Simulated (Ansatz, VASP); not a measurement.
## Two plane-wave programs on TiC

Contents of INCAR:

```
SYSTEM = TiC
  ALGO = Normal
  EDIFF = 1E-6
  ENCUT = 600
  GGA = PE
  GGA_COMPAT = .False.
  ISIF = 2
  ISMEAR = 0
  LASPH = .True.
  LCHARG = .False.
  LREAL = .False.
  LWAVE = .False.
  NBANDS = 15
  NELM = 120
  PREC = Accurate
  SIGMA = 0.05
```

Contents of KPOINTS:

```
k-points
0
Gamma
  6 6 6
  0 0 0
```

The input POSCAR:

```
TiC
1.0
    2.7312385822      0.0000000000      0.0000000000
    0.0000000000      2.7312385822      0.0000000000
    0.0000000000      0.0000000000      2.7312385822
Ti C
1 1
Direct
    0.0000000000      0.0000000000      0.0000000000
    0.5000000000      0.5000000000      0.5000000000
```

Input for Ansatz:

```yaml
crystal:
  lattice:
    - [2.7312385822, 0.0, 0.0]
    - [0.0, 2.7312385822, 0.0]
    - [0.0, 0.0, 2.7312385822]
  atoms:
    - { symbol: Ti, position: [0.0, 0.0, 0.0] }
    - { symbol: C, position: [0.5, 0.5, 0.5] }
basis:
  ecutwfc: 420
kpoints:
  mp_grid: { grid: [6, 6, 6] }
hamiltonian:
  xc: pbe
scf:
  occupations: { method: gaussian, width: 0.05 }
output:
  forces: true
  stress: true
  eigenvalues: true
```

Alike in both runs: task single point; functional PBE; k mesh 6 × 6 × 6; occupations gaussian, width 0.05 eV; no spin polarisation.

|  | VASP | Ansatz |
| --- | --- | --- |
| version | VASP 6.6.1 | Ansatz 0.2.0 |
| potentials or method | VASP PAW PBE potentials, release 64 (Ti_sv, C), cutoff 600 eV | scalar-relativistic, plane waves, PAW |
| valence electrons in the cell | 16 | 16 |

```csv
,VASP,Ansatz,Ansatz less VASP
gap on the k mesh at the Fermi level (eV),none,none,-
pressure (GPa),-5.6,-5.6,-0.06
```

A gap of «none» marks a metal or a gap that the smearing closes.

The k mesh is coarse, so the values compare programs but aren't converged.
